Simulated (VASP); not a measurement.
Wanted: the native input for a VASP 6.6.1 run.

```
Task                   : single point
Functional             : PBE
Potentials or basis    : VASP PAW PBE potentials, release 64 (Ca_sv, H)
Cutoff                 : 520 eV
k mesh                 : 10 × 10 × 10
Occupations            : gaussian, width 0.1 eV
Spin                   : no spin polarisation
Dipole correction      : no
Further INCAR settings : ALGO = Normal; EDIFF = 1e-07; NBANDS = 15
```

The structure of CaH4 lies in POSCAR:

```
CaH4
1.0
    4.1679788893      0.0000000000      0.0000000000
    0.0000000000      4.1679788893      0.0000000000
    0.0000000000      0.0000000000      4.1679788893
Ca H
1 4
Direct
    0.0000000000      0.0000000000      0.0000000000
    0.5000000000      0.0000000000      0.0000000000
    0.0000000000      0.5000000000      0.0000000000
    0.0000000000      0.0000000000      0.5000000000
    0.5000000000      0.5000000000      0.5000000000
```

These files were run (other wordings do the same):

INCAR

```
ALGO = Normal
EDIFF = 1E-7
ENCUT = 520
GGA = PE
ISIF = 2
ISMEAR = 0
LASPH = T
LCHARG = T
LELF = T
LREAL = F
LVHAR = T
LWAVE = F
NBANDS = 15
NELM = 100
PREC = Accurate
SIGMA = 0.1
```

KPOINTS

```
k-points
0
Gamma
  10 10 10
```

Potentials or basis: VASP PAW PBE potentials, release 64 (Ca_sv, H).

Command:

```sh
$ cat potpaw_PBE.64/Ca_sv/POTCAR potpaw_PBE.64/H/POTCAR > POTCAR
$ mpirun -np 1 vasp_std > vasp.out
```

It gave:

The pressure is 0.0 GPa and the band gap on the k mesh is zero (band 7 reaches -2.42 eV, above the bottom of band 8 at -2.77 eV).

It took 18 s on 1 thread of Intel(R) Xeon(R) 6975P-C (Granite Rapids), with other jobs on the host, peak memory 0.2 GiB.
